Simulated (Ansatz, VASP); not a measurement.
Two plane-wave programs on H

INCAR

```
SYSTEM = H
PREC = Accurate
ENCUT = 520
EDIFF = 1E-7
ISMEAR = 0
SIGMA = 0.05
LREAL = .False.
LASPH = .True.
NELM = 150
ALGO = Normal
ISIF = 2
LWAVE = .False.
LCHARG = .False.
ISPIN = 2
MAGMOM = 1.05 1.05
LORBIT = 11
GGA = PE
NBANDS = 12
```

Contents of KPOINTS:

```
regular mesh
0
Gamma
  6 6 6
  0 0 0
```

Contents of POSCAR:

```
H
1.0
    5.5656000000      0.0000000000      0.0000000000
   -2.7828000000      4.8199509873      0.0000000000
    0.0000000000      0.0000000000      4.2092000000
H
2
Direct
    0.3333333333      0.6666666667      0.2500000000
    0.6666666667      0.3333333333      0.7500000000
```

Input for Ansatz:

```yaml
crystal:
  lattice:
    - [5.5656, 0.0, 0.0]
    - [-2.7828, 4.8199509873, 0.0]
    - [0.0, 0.0, 4.2092]
  atoms:
    - { symbol: H, position: [0.3333333333, 0.6666666667, 0.25], spin: 1.05 }
    - { symbol: H, position: [0.6666666667, 0.3333333333, 0.75], spin: 1.05 }
basis:
  ecutwfc: 520.0
kpoints:
  mp_grid: { grid: [6, 6, 6] }
hamiltonian:
  xc: pbe
scf:
  occupations: { method: gaussian, width: 0.05 }
output:
  forces: true
  stress: true
  eigenvalues: true
  populations: true
magnetization:
  spin_polarized: true
```

Alike in both runs: task single point; functional PBE; k mesh 6 × 6 × 6; occupations gaussian, width 0.05 eV; collinear spin.

|  | VASP | Ansatz |
| --- | --- | --- |
| version | VASP 6.6.1 | Ansatz 0.2.0 |
| potentials or method | VASP PAW PBE potentials, release 64 (H), cutoff 520 eV | scalar-relativistic, plane waves, PAW |
| valence electrons in the cell | 2 | 2 |

Ansatz gave:

```
gap on the k mesh at the Fermi level (eV)                     : 6.76
least direct gap on the mesh (eV)                             : 7.21
pressure (GPa)                                                : 0.0
net moment per atom (μB)                                      : 1.00
size of the moment on the site where the two differ most (μB) : 0.95
```

Task: Which values does VASP return?

Result: gap on the k mesh at the Fermi level (eV): 6.76; least direct gap on the mesh (eV): 7.21; pressure (GPa): 0.0; net moment per atom (μB): 1.00; size of the moment on the site where the two differ most (μB): 0.38.

Site moments also hang on the region over which each program counts them. Ansatz's warnings: nearly empty spin channel levels not settled, published levels not confirmed.
